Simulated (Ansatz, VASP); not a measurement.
YbPdSe3: VASP beside Ansatz

The input INCAR:

```
SYSTEM = YbPdSe3
  PREC = Accurate
  ENCUT = 520
  EDIFF = 1E-6
  ISMEAR = 0
  SIGMA = 0.1
  LREAL = .False.
  LASPH = .True.
  NELM = 150
  ALGO = Normal
  ISIF = 2
  LWAVE = .False.
  LCHARG = .True.
  ISPIN = 2
  MAGMOM = 1 0 0 0 0
  LORBIT = 11
  LMAXMIX = 6
  GGA = PE
  LELF = .True.
  LVHAR = .True.
  NBANDS = 38
```

KPOINTS

```
Automatic mesh
0
Gamma
  4 4 4
  0 0 0
```

The input POSCAR:

```
YbPdSe3
1.0
    5.2486108200      0.0000000000      0.0000000000
    0.0000000000      5.2486108200      0.0000000000
    0.0000000000      0.0000000000      5.2486108200
Yb Pd Se
1 1 3
Direct
    0.5000000000      0.5000000000      0.5000000000
    0.0000000000      0.0000000000      0.0000000000
    0.0000000000      0.5000000000      0.5000000000
    0.5000000000      0.0000000000      0.5000000000
    0.5000000000      0.5000000000      0.0000000000
```

Input for Ansatz:

```yaml
crystal:
  lattice:
    - [5.24861082, 0.0, 0.0]
    - [0.0, 5.24861082, 0.0]
    - [0.0, 0.0, 5.24861082]
  atoms:
    - { symbol: Yb, position: [0.5, 0.5, 0.5], spin: 1.0 }
    - { symbol: Pd, position: [0.0, 0.0, 0.0] }
    - { symbol: Se, position: [0.0, 0.5, 0.5] }
    - { symbol: Se, position: [0.5, 0.0, 0.5] }
    - { symbol: Se, position: [0.5, 0.5, 0.0] }
basis:
  ecutwfc: 420
kpoints:
  mp_grid: { grid: [4, 4, 4] }
hamiltonian:
  xc: pbe
scf:
  occupations: { method: gaussian, width: 0.1 }
  lower_state_search: "off"
output:
  forces: true
  stress: true
  eigenvalues: true
  populations: true
magnetization:
  spin_polarized: true
```

Alike in both runs: task single point; functional PBE; k mesh 4 × 4 × 4; occupations gaussian, width 0.1 eV; collinear spin.

```csv
,VASP,Ansatz
version,VASP 6.6.1,Ansatz 0.2.0
potentials or method,"VASP PAW PBE potentials, release 64 (Yb, Pd, Se), cutoff 520 eV","scalar-relativistic, plane waves, PAW"
valence electrons in the cell,52,90
```

Ansatz gave:

| Property | Result |
| --- | --- |
| gap on the k mesh at the Fermi level (eV) | none |
| pressure (GPa) | 1.3 |
| net moment per atom (μB) | 0.13 |
| size of the moment on the site where the two differ most (μB) | 0.17 |

What did VASP give for the same quantities?

gap on the k mesh at the Fermi level (eV): none; pressure (GPa): 1.6; net moment per atom (μB): 0.12; size of the moment on the site where the two differ most (μB): 0.15.

Site moments also hang on the region over which each program counts them. A gap of «none» marks a metal or a gap that the smearing closes. VASP's potentials hold 52 valence electrons a cell and Ansatz's 90, so a difference there can come from the potentials and not from the codes.

Spin-orbit coupling is off throughout.
